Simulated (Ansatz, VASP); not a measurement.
## One calculation of CdS, two programs

```
CELL_PARAMETERS angstrom
4.16884 0.00000 0.00000
-2.08442 3.61032 0.00000
0.00000 0.00000 6.77962
ATOMIC_POSITIONS crystal
Cd 0.66667 0.33333 0.50022
Cd 0.33333 0.66667 0.00022
S 0.66667 0.33333 0.87678
S 0.33333 0.66667 0.37678
```

Alike in both runs: functional r2SCAN; k mesh 9 × 9 × 5; occupations fermi-dirac, width 0.01 eV; no spin polarisation.

Ansatz relaxed the structure, and its values are those at the end. VASP's run is a single point on that final structure, the one shown.

|  | VASP | Ansatz |
| --- | --- | --- |
| version | VASP 6.6.1 | Ansatz 0.2.0 |
| potentials or method | VASP PAW PBE potentials, release 64 (Cd, S) | plane-wave PAW, scalar-relativistic |
| plane-wave cutoff (eV) | 520 | 500 |
| valence electrons in the cell | 36 | 52 |

|  | VASP | Ansatz | Ansatz less VASP |
| --- | --- | --- | --- |
| gap on the k mesh at the Fermi level (eV) | 1.61 | 1.62 | +0.006 |
| pressure (GPa) | 0.0 | -0.3 | -0.31 |
| rms of the force components (eV/Å) | 0.003 | 0.004 | +0.0002 |

VASP's potentials were made for PBE, not for r2SCAN. VASP's potentials hold 36 valence electrons a cell and Ansatz's 52, so a difference there can come from the potentials and not from the codes. Ansatz's warnings: stress scf threshold loose.
